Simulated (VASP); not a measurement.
# Si (a cell with a defect) in VASP: single point with PBEsol

Aim: the single point of Si (a cell with a defect) with PBEsol.

All numbers are computed with VASP 6.6.1; they aren't measurements. Logs are shortened: lines on timing, memory, paths and dates and some standing lists are left out, and cuts for length are marked.

**1. The cell of the first run**

The cell holds a defect, 65 atoms: a = 10.866 Å, b = 10.866 Å, c = 10.866 Å, α = 90.00°, β = 90.00°, γ = 90.00°.

**2. Single point, PBEsol, collinear spin**

INCAR

```
SYSTEM = Si
ALGO = Normal
EDIFF = 1E-6
ENCUT = 400
GGA = PS
GGA_COMPAT = .FALSE.
ISIF = 2
ISMEAR = -1
ISPIN = 2
ISYM = -1
LASPH = .TRUE.
LCHARG = .FALSE.
LORBIT = 11
LREAL = Auto
LWAVE = .FALSE.
MAGMOM = 0 0 0 0 0 0 0 0.333 0 0 0 0 0 0 0 0.333 0 0 0 0 0 0 0 0 0 0.333 0 0 0 0 0 0 0 0 0 0 0 0 0 0 0 0 0.333 0 0 0 0 0 0 0 0 0 0 0 0 0 0 0 0 0 0.333 0 0 0 0.333
NBANDS = 172
NELECT = 262.0
NELM = 200
PREC = Accurate
SIGMA = 0.05
```

KPOINTS

```
explicit points
1
Reciprocal
  0.25000000   0.25000000   0.25000000 1
```

POSCAR

```
Si
1.0
   10.8655790000      0.0000000000      0.0000000000
    0.0000000000     10.8655790000      0.0000000000
    0.0000000000      0.0000000000     10.8655790000
Si
65
Direct
    0.9996760000      0.0002580000      0.0031450000
    0.9998060000      0.0003670000      0.4985930000
    0.0001450000      0.5011530000      0.9984710000
    0.9992320000      0.4994810000      0.5012310000
    0.5005090000      0.0008060000      0.9981850000
    0.4988530000      0.9999120000      0.5011660000
    0.5001510000      0.5007720000      0.0018610000
    0.4150640000      0.4150330000      0.4368940000
    0.1251870000      0.1258260000      0.1286110000
    0.1205500000      0.1211550000      0.6296310000
    0.1239590000      0.6271540000      0.1239210000
    0.1239400000      0.6240400000      0.6276130000
    0.6267120000      0.1243980000      0.1235820000
    0.6234340000      0.1245340000      0.6276250000
    0.6255230000      0.6262490000      0.1273140000
    0.6275660000      0.6281100000      0.6305660000
    0.2493280000      0.2499510000      0.0028270000
    0.2448140000      0.2454470000      0.5106500000
    0.2503290000      0.7519700000      0.0040390000
    0.2475330000      0.7496820000      0.5037130000
    0.7514790000      0.2510230000      0.0040560000
    0.7490580000      0.2480940000      0.5036920000
    0.7487550000      0.7493230000      0.0009480000
    0.7535090000      0.7541840000      0.5065860000
    0.3758970000      0.3763740000      0.1261090000
    0.3698160000      0.3703420000      0.6372180000
    0.3769070000      0.8812640000      0.1249830000
    0.3744170000      0.8754410000      0.6262200000
    0.8804110000      0.3776790000      0.1253240000
    0.8748770000      0.3749190000      0.6262550000
    0.8742930000      0.8748620000      0.1265530000
    0.8783110000      0.8788700000      0.6269220000
    0.2517250000      0.0022330000      0.2526180000
    0.2485680000      0.9985610000      0.7523940000
    0.2484910000      0.4993860000      0.2501780000
    0.2476820000      0.5002250000      0.7546240000
    0.7487200000      0.0001580000      0.2500920000
    0.7498340000      0.0004340000      0.7520060000
    0.7527050000      0.5012010000      0.2496520000
    0.7479160000      0.4971150000      0.7513080000
    0.3746310000      0.1290200000      0.3815310000
    0.3742240000      0.1252110000      0.8775340000
    0.3702930000      0.6303080000      0.3724790000
    0.3739580000      0.6261820000      0.8792640000
    0.8744550000      0.1266730000      0.3758040000
    0.8741870000      0.1260040000      0.8790400000
    0.8754370000      0.6270350000      0.3787280000
    0.8733480000      0.6253270000      0.8751180000
    0.0015740000      0.2523400000      0.2525820000
    0.9980490000      0.2491520000      0.7524010000
    0.9995980000      0.7493230000      0.2501290000
    0.9998500000      0.7503940000      0.7519940000
    0.4990560000      0.2487830000      0.2497570000
    0.4996980000      0.2483520000      0.7545930000
    0.5004190000      0.7537650000      0.2491440000
    0.4966410000      0.7484950000      0.7512840000
    0.1282070000      0.3751540000      0.3816730000
    0.1244730000      0.3748530000      0.8776560000
    0.1260770000      0.8750170000      0.3758510000
    0.1253470000      0.8747260000      0.8790200000
    0.6293040000      0.3705870000      0.3726790000
    0.6255710000      0.3745440000      0.8793260000
    0.6262850000      0.8760000000      0.3786480000
    0.6247620000      0.8738950000      0.8750610000
    0.5786880000      0.5798960000      0.4292520000
```

Potentials or basis: VASP PAW PBE potentials, release 64 (Si).

The run is started by

```bash
$ cat potpaw_PBE.64/Si/POTCAR > POTCAR
$ mpirun -np 1 vasp_std > vasp.out
```

OUTCAR:

```text
SYSTEM = Si
   EDIFF = 1E-6
   ENCUT = 400
   GGA = PS
   ISIF = 2
   ISMEAR = -1
   ISPIN = 2
   ISYM = -1
   LASPH = .TRUE.
   LORBIT = 11
   LREAL = Auto
   NELECT = 262.0
   NELM = 200
   PREC = Accurate

 ion  position               nearest neighbor table
   1  1.000  0.000  0.003-  31 2.35  60 2.35  46 2.35   9 2.36
   2  1.000  0.000  0.499-  32 2.33  10 2.34  59 2.35  45 2.35
   3  0.000  0.501  0.998-  29 2.32  58 2.33  48 2.35  11 2.35
   4  0.999  0.499  0.501-  57 2.34  47 2.35  30 2.35  12 2.36
   5  0.501  0.001  0.998-  27 2.32  42 2.33  64 2.35  13 2.35
   6  0.499  1.000  0.501-  41 2.34  63 2.35  28 2.35  14 2.36
   7  0.500  0.501  0.002-  25 2.34  62 2.35  44 2.35  15 2.36
   8  0.415  0.415  0.437-  26 2.28  61 2.48  43 2.49  65 2.53  18 2.73  53 2.87  35 2.87
   9  0.125  0.126  0.129-  17 2.35  49 2.35  33 2.35   1 2.36
  10  0.121  0.121  0.630-  18 2.31   2 2.34  50 2.34  34 2.34
  11  0.124  0.627  0.124-  19 2.33  51 2.34   3 2.35  35 2.37
  12  0.124  0.624  0.628-  20 2.34  36 2.35  52 2.35   4 2.36
  13  0.627  0.124  0.124-  21 2.33  37 2.34   5 2.35  53 2.37
  14  0.623  0.125  0.628-  22 2.34  54 2.35  38 2.35   6 2.36
  15  0.626  0.626  0.127-  23 2.34  55 2.35  39 2.35   7 2.36
  16  0.628  0.628  0.631-  65 2.31  56 2.34  40 2.34  24 2.36
  17  0.249  0.250  0.003-   9 2.35  58 2.35  42 2.35  25 2.36
  18  0.245  0.245  0.511-  10 2.31  57 2.36  41 2.36  26 2.36   8 2.73
  19  0.250  0.752  0.004-  11 2.33  60 2.34  44 2.35  27 2.36
  20  0.248  0.750  0.504-  12 2.34  43 2.34  59 2.35  28 2.35
  21  0.751  0.251  0.004-  13 2.33  46 2.34  62 2.35  29 2.36
  22  0.749  0.248  0.504-  14 2.34  61 2.34  45 2.35  30 2.35
  23  0.749  0.749  0.001-  15 2.34  48 2.35  64 2.35  31 2.36
  24  0.754  0.754  0.507-  32 2.32  16 2.36  47 2.37  63 2.37  65 2.81
  25  0.376  0.376  0.126-   7 2.34  53 2.35  35 2.35  17 2.36
[... 24 lines left out ...]
  50  0.998  0.249  0.752-  10 2.34  46 2.34  30 2.35  58 2.37
  51  1.000  0.749  0.250-  11 2.34  31 2.35  47 2.35  59 2.37
  52  1.000  0.750  0.752-  48 2.35  12 2.35  32 2.35  60 2.36
  53  0.499  0.249  0.250-  25 2.35  61 2.35  41 2.36  13 2.37   8 2.87
  54  0.500  0.248  0.755-  26 2.32  42 2.33  14 2.35  62 2.36
  55  0.500  0.754  0.249-  15 2.35  27 2.35  43 2.37  63 2.37  65 2.85
  56  0.497  0.748  0.751-  16 2.34  44 2.34  28 2.35  64 2.37
  57  0.128  0.375  0.382-   4 2.34  18 2.36  35 2.36  49 2.38
  58  0.124  0.375  0.878-   3 2.33  36 2.33  17 2.35  50 2.37
  59  0.126  0.875  0.376-   2 2.35  20 2.35  33 2.36  51 2.37
  60  0.125  0.875  0.879-  19 2.34  34 2.34   1 2.35  52 2.36
  61  0.629  0.371  0.373-  22 2.34  53 2.35  39 2.37  65 2.42   8 2.48
  62  0.626  0.375  0.879-  40 2.34  21 2.35   7 2.35  54 2.36
  63  0.626  0.876  0.379-   6 2.35  37 2.35  24 2.37  55 2.37
  64  0.625  0.874  0.875-   5 2.35  23 2.35  38 2.35  56 2.37
  65  0.579  0.580  0.429-  16 2.31  43 2.41  61 2.42   8 2.53  24 2.81  39 2.85  55 2.85

IMPORTANT INFORMATION: All symmetrisations will be switched off!
NOSYMM: (Re-)initialisation of all symmetry stuff for point group C_1.

----------------------------------------------------------------------------------------

                                     Primitive cell

  volume of cell :    1282.7990

  direct lattice vectors                    reciprocal lattice vectors
    10.865579000  0.000000000  0.000000000     0.092033752  0.000000000  0.000000000
     0.000000000 10.865579000  0.000000000     0.000000000  0.092033752  0.000000000
     0.000000000  0.000000000 10.865579000     0.000000000  0.000000000  0.092033752

  length of vectors
    10.865579000 10.865579000 10.865579000     0.092033752  0.092033752  0.092033752

  position of ions in fractional coordinates (direct lattice)
     0.999676000  0.000258000  0.003145000
     0.999806000  0.000367000  0.498593000
     0.000145000  0.501153000  0.998471000
     0.999232000  0.499481000  0.501231000
     0.500509000  0.000806000  0.998185000
     0.498853000  0.999912000  0.501166000
[... 57 lines left out ...]
     0.624762000  0.873895000  0.875061000
     0.578688000  0.579896000  0.429252000

  ion indices of the primitive-cell ions
   primitive index   ion index
                 1           1
                 2           2
                 3           3
                 4           4
                 5           5
                 6           6
[... 57 lines left out ...]
                64          64
                65          65

[... 35 lines left out ...]
   ISIF   =      2    stress and relaxation
   ISYM   =     -1    0-nonsym 1-usesym 2-fastsym
   POTIM  = 0.5000    time-step for ionic-motion
   TEBEG  =    0.0;   TEEND  =   0.0 temperature during run
   PSTRESS=    0.0 pullay stress
   NELECT =     262.0000    total number of electrons
   NUPDOWN=      -1.0000    fix difference up-down
   EMIN   =  10.00;   EMAX   =-10.00  energy-range for DOS
   EFERMI =   0.00;   METHOD = LEGACY
   ISMEAR =    -1;   SIGMA  =   0.05  broadening in eV -4-tet -1-fermi 0-gaus
   EFERMI_NEDOS =   21; number of points for ismear=-14 and -15
   IALGO  =     38    algorithm
   IMIX   =      4    mixing-type and parameters
     AMIX     =   0.40;   BMIX     =  1.00
     AMIX_MAG =   1.60;   BMIX_MAG =  1.00
  volume/ion in A,a.u.               =      19.74       133.18
  Fermi-wavevector in a.u.,A,eV,Ry     =   0.964101  1.821886 12.646481  0.929490
  Thomas-Fermi vector in A             =   2.093703
   LORBIT       =     11    0 simple, 1 ext, 2 COOP (PROOUT), +10 PAW based schemes
   GGA     = PS    functional components
   LHFCALC =     F    Hartree Fock is set to
   AEXX    =    0.0000 exact exchange contribution
   IVDW    =     0    specifies the selected vdW correction
   LEPSILON=     F    determine dielectric tensor
   LRPA    =     F    only Hartree local field effects (RPA)
 spin polarized calculation
  energy-cutoff  :      400.00
  volume of cell :     1282.80
 maximum number of plane-waves:     23294
 NGX is ok and might be reduce to    70
   NGX = 35   NGY = 35   NGZ = 35

 number of electron     261.9999986 magnetization       0.0001633

 Free energy of the ion-electron system (eV)
  ---------------------------------------------------
  ext. energy  EPLUGINS =         0.00000000
  ---------------------------------------------------
  free energy    TOTEN  =      -357.37363820 eV

  energy without entropy =     -357.32913198  energy(sigma->0) =     -357.35138509

 E-fermi :   6.4999     XC(G=0):  -9.6519

 val. band max:        6.3602977212   @ k =   0.2500   0.2500   0.2500
 cond. band min:       6.6401739756   @ k =   0.2500   0.2500   0.2500
 fundamental gap:      0.2798762545
 Fermi energy:         6.4999471709

 spin component 1

 k-point     1 :       0.2500    0.2500    0.2500
  band No.  band energies     occupation
      1      -6.1286      1.00000
      2      -5.6708      1.00000
      3      -5.4123      1.00000
      4      -5.3923      1.00000
      5      -5.0457      1.00000
      6      -4.9061      1.00000
[... 135 lines left out ...]
    142       7.6991      0.00000
    143       7.7792      0.00000
 Fermi energy:         6.4999471709

 spin component 2

 k-point     1 :       0.2500    0.2500    0.2500
  band No.  band energies     occupation
      1      -6.1286      1.00000
      2      -5.6707      1.00000
      3      -5.4123      1.00000
      4      -5.3922      1.00000
      5      -5.0457      1.00000
      6      -4.9061      1.00000
[... 135 lines left out ...]
    142       7.6991      0.00000
    143       7.7792      0.00000
 [bands above 143 left out]

------------------------ aborting loop because EDIFF is reached ----------------------------------------

  FORCE on cell =-STRESS in cart. coord.  units (eV):
  Direction    XX          YY          ZZ          XY          YZ          ZX
  --------------------------------------------------------------------------------------
  -------------------------------------------------------------------------------------
  Total       23.2840402     23.2660928     27.0673291     -8.8276579    -16.2986031    -16.3111571
  in kB       29.0810646     29.0586489     33.8062785    -11.0254787    -20.3564642    -20.3721438
  external PRESSURE =      30.6486640 kB  Pullay stress =       0.0000000 kB

 VOLUME and BASIS-vectors are now :
 -----------------------------------------------------------------------------
  energy-cutoff  :      400.00
  volume of cell :     1282.80
      direct lattice vectors                 reciprocal lattice vectors
    10.865579000  0.000000000  0.000000000     0.092033752  0.000000000  0.000000000
     0.000000000 10.865579000  0.000000000     0.000000000  0.092033752  0.000000000
     0.000000000  0.000000000 10.865579000     0.000000000  0.000000000  0.092033752

 POSITION                                       TOTAL-FORCE (eV/Angst)
 -----------------------------------------------------------------------------------
     10.86206      0.00280      0.03417         0.003838      0.004949     -0.008405
     10.86347      0.00399      5.41750         0.000913      0.000726     -0.012162
      0.00158      5.44532     10.84897         0.001098      0.003657     -0.005949
     10.85723      5.42715      5.44617         0.001115      0.002228     -0.007447
      5.43832      0.00876     10.84586         0.005745     -0.000144     -0.004039
      5.42033     10.86462      5.44546         0.002374     -0.000251     -0.007700
[... 57 lines left out ...]
      6.78840      9.49538      9.50804        -0.002703     -0.004285      0.002066
      6.28778      6.30091      4.66407        -0.039939     -0.051659     -0.040411
 -----------------------------------------------------------------------------------
    total drift:                                0.004437     -0.001998      0.009654

  FREE ENERGIE OF THE ION-ELECTRON SYSTEM (eV)
  ---------------------------------------------------
  free  energy   TOTEN  =      -357.3736382037 eV

  energy  without entropy=     -357.3291319767  energy(sigma->0) =     -357.35138509

 total charge

# of ion       s       p       d       tot
------------------------------------------
    1        0.754   0.939   0.000   1.692
    2        0.753   0.953   0.000   1.706
    3        0.754   0.948   0.000   1.702
    4        0.753   0.944   0.000   1.696
    5        0.754   0.949   0.000   1.703
    6        0.753   0.944   0.000   1.696
[... 57 lines left out ...]
   64        0.756   0.939   0.000   1.695
   65        0.821   0.850   0.000   1.671
--------------------------------------------------
tot         49.356  60.768   0.000 110.124

 magnetization (x)

# of ion       s       p       d       tot
------------------------------------------
    1       -0.000  -0.000   0.000  -0.000
    2       -0.000  -0.000   0.000  -0.000
    3       -0.000  -0.000   0.000  -0.000
    4       -0.000   0.000   0.000   0.000
    5       -0.000  -0.000   0.000  -0.000
    6        0.000   0.000   0.000   0.000
[... 57 lines left out ...]
   64       -0.000  -0.000   0.000  -0.000
   65        0.000   0.000   0.000   0.000
--------------------------------------------------
tot         -0.000   0.000   0.000  -0.000
```

Wall time 8.1 min (1 thread of Intel Xeon Platinum 8259CL at 2.50GHz (Skylake/Cascade Lake), shared host); peak memory 1.1 GiB.

What came out:

| Quantity | Value |
| --- | --- |
| Free energy | -357.3736 eV |
| Largest force | 0.108 eV/Å |
| Net moment | 0.00 μB per cell |
| Valence electrons inside the program's atomic spheres | Si 1.69, 1.71, 1.70, 1.66, 1.72, 1.68, 1.67 (each value once) |

Forces on the atoms (eV/Å):
```
Si   0.004  0.005 -0.008
Si   0.001  0.001 -0.012
Si   0.001  0.004 -0.006
Si   0.001  0.002 -0.007
Si   0.006  0.000 -0.004
Si   0.002  0.000 -0.008
Si   0.002  0.000 -0.010
Si   0.058  0.061 -0.068
Si  -0.005 -0.006  0.010
Si  -0.008 -0.011  0.020
Si   0.004 -0.009  0.011
Si   0.000  0.000  0.014
Si  -0.011  0.002  0.011
Si  -0.002  0.001  0.013
Si  -0.003 -0.004  0.009
Si   0.013  0.013  0.020
Si   0.002  0.002 -0.010
Si   0.006  0.007 -0.003
Si   0.009  0.005 -0.004
Si   0.002 -0.001 -0.009
Si   0.004  0.009 -0.006
Si   0.001  0.003 -0.008
Si   0.006  0.007 -0.013
Si   0.006  0.007  0.014
Si  -0.003 -0.002  0.007
Si  -0.020 -0.012  0.038
Si  -0.009 -0.003  0.001
Si  -0.001  0.000  0.013
Si  -0.005 -0.007  0.003
Si  -0.001 -0.002  0.011
Si   0.000 -0.002  0.008
Si  -0.002  0.001  0.008
Si   0.001  0.001  0.005
Si   0.000  0.009 -0.005
Si  -0.002 -0.003  0.003
Si   0.002  0.014 -0.005
Si   0.002  0.002  0.003
Si   0.007 -0.002 -0.006
Si  -0.008  0.012  0.011
Si   0.011 -0.003 -0.005
Si  -0.003 -0.007 -0.007
Si  -0.009 -0.001 -0.002
Si  -0.024  0.012  0.001
Si  -0.007 -0.005  0.002
Si   0.003 -0.009  0.006
Si   0.002 -0.005 -0.002
Si  -0.002 -0.002 -0.002
Si  -0.004 -0.006 -0.001
Si   0.002  0.002  0.006
Si   0.007  0.001 -0.004
Si   0.004  0.001  0.002
Si  -0.003  0.005 -0.006
Si  -0.006 -0.002  0.004
Si   0.015  0.000 -0.005
Si   0.013 -0.010  0.016
Si  -0.007  0.010 -0.007
Si  -0.008 -0.005 -0.010
Si   0.000 -0.008  0.001
Si  -0.008  0.002  0.004
Si  -0.004  0.002  0.000
Si   0.017 -0.014  0.003
Si  -0.005 -0.006  0.003
Si  -0.001 -0.002 -0.003
Si  -0.003 -0.004  0.002
Si  -0.040 -0.052 -0.040
```

Caveat: the cell carries a net charge on a neutralising background, which shifts energy and pressure; the cell is charged against a uniform background, so pressure and absolute levels hang on convention; the PAW data sets were made with another functional, which shifts forces and pressure a little.
